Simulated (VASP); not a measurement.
A run of VASP 6.6.1:

Contents of INCAR:

```
ALGO = Normal
EDIFF = 1E-7
ENCUT = 520
GGA = CA
ISIF = 2
ISMEAR = -1
ISPIN = 2
LASPH = T
LCHARG = T
LELF = T
LMAXMIX = 4
LORBIT = 11
LREAL = F
LVHAR = T
LWAVE = F
MAGMOM = 1.558 1.558
NBANDS = 20
NELM = 150
PREC = Accurate
SIGMA = 0.05
```

KPOINTS

```
k-points
0
Gamma
  24 24 13
```

File POSCAR:

```
Co
1.0
    2.3261203214      0.0000000000      0.0000000000
   -1.1630601607      2.0144792906      0.0000000000
    0.0000000000      0.0000000000      3.7593941442
Co
2
Direct
    0.3333333333      0.6666666667      0.2500000000
    0.6666666667      0.3333333333      0.7500000000
```

Potentials or basis: VASP PAW LDA potentials, release 64 (Co).

Launch:

```sh
$ cat potpaw_LDA.64/Co/POTCAR > POTCAR
$ mpirun -np 1 vasp_std > vasp.out
```

Hardware: 1 thread of Intel Xeon 8259CL, on a shared host.

**Question.** Estimate the wall time of this run.

**Answer.** Wall time 9.5 min on 1 thread of Intel Xeon 8259CL, with other jobs on the host, peak memory 0.3 GiB. Counts: scf iterations 16, k points 427.
